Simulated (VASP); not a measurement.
Wanted: the native input for a VASP 6.6.1 run.

```yaml
Task: single point
Functional: PBE
Potentials_or_basis: VASP PAW PBE potentials, release 64 (Zr_sv, S)
Cutoff: 520 eV
k_mesh: 6 × 6 × 6
Occupations: gaussian, width 0.1 eV
Spin: no spin polarisation
Dipole_correction: no
Further_INCAR_settings: ALGO = Normal; EDIFF = 1e-06; NBANDS = 32
```

The structure of Zr3S2 lies in POSCAR:

```
Zr3S2
1.0
   -1.7706136478      1.7706136478      8.6643693547
    1.7706136478     -1.7706136478      8.6643693547
    1.7706136478      1.7706136478     -8.6643693547
Zr S
3 2
Direct
    0.6433249261      0.6433249261      0.0000000000
    0.3566750739      0.3566750739      0.0000000000
    0.0000000000      0.0000000000      0.0000000000
    0.7500000000      0.2500000000      0.5000000000
    0.5000000000      0.5000000000      0.0000000000
```

The cell was built from a structure type or drawn by symmetry, and may not be a known phase.

One way to write it, as run:

INCAR

```
  ALGO = Normal
  EDIFF = 1E-6
  ENCUT = 520
  GGA = PE
  ISIF = 2
  ISMEAR = 0
  LASPH = True
  LCHARG = True
  LELF = True
  LREAL = False
  LVHAR = True
  LWAVE = False
  NBANDS = 32
  NELM = 60
  PREC = Accurate
  SIGMA = 0.1
```

KPOINTS

```
k-points
0
Gamma
  6 6 6
```

Potentials or basis: VASP PAW PBE potentials, release 64 (Zr_sv, S).

The run is started by

```console
$ cat potpaw_PBE.64/Zr_sv/POTCAR potpaw_PBE.64/S/POTCAR > POTCAR
$ mpirun -np 1 vasp_std > vasp.out
```

Results of the run:

```
Pressure               : 0.1 GPa
Largest force          : 0.036 eV/Å
Band gap on the k mesh : zero (bands 24 and 25 overlap by 0.18 eV)
```

Run time: 7.9 min on 1 thread of Intel(R) Xeon(R) 6975P-C (Granite Rapids) (shared host), peak memory 0.65 GiB.
